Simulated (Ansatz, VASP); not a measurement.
One calculation of Ca, two programs

```
CELL_PARAMETERS angstrom
3.54216 -0.54495 -0.54495
-0.54495 3.54216 -0.54495
-0.54495 -0.54495 3.54216
ATOMIC_POSITIONS crystal
Ca 0.00000 0.00000 0.00000
```

Alike in both runs: task single point; functional PBEsol; k mesh 20 × 20 × 20; occupations gaussian, width 0.15 eV; no spin polarisation.

```csv
,VASP,Ansatz
version,VASP 6.6.1,Ansatz 0.2.0
potentials or method,"VASP PAW PBE potentials, release 64 (Ca_sv), cutoff 520 eV","scalar-relativistic, plane waves, PAW"
valence electrons in the cell,10,10
```

|  | VASP | Ansatz | Ansatz less VASP |
| --- | --- | --- | --- |
| gap on the k mesh at the Fermi level (eV) | none | none | - |
| pressure (GPa) | -0.1 | -0.1 | -0.01 |
| traceless stress, the component that is largest in VASP (GPa) | -1.42 | -1.42 | +0.001 |

VASP's potentials were made for PBE, not for PBEsol. A gap of «none» marks a metal or a gap that the smearing closes. The functional is the same, so the differences come from potentials, cutoffs and numerics.
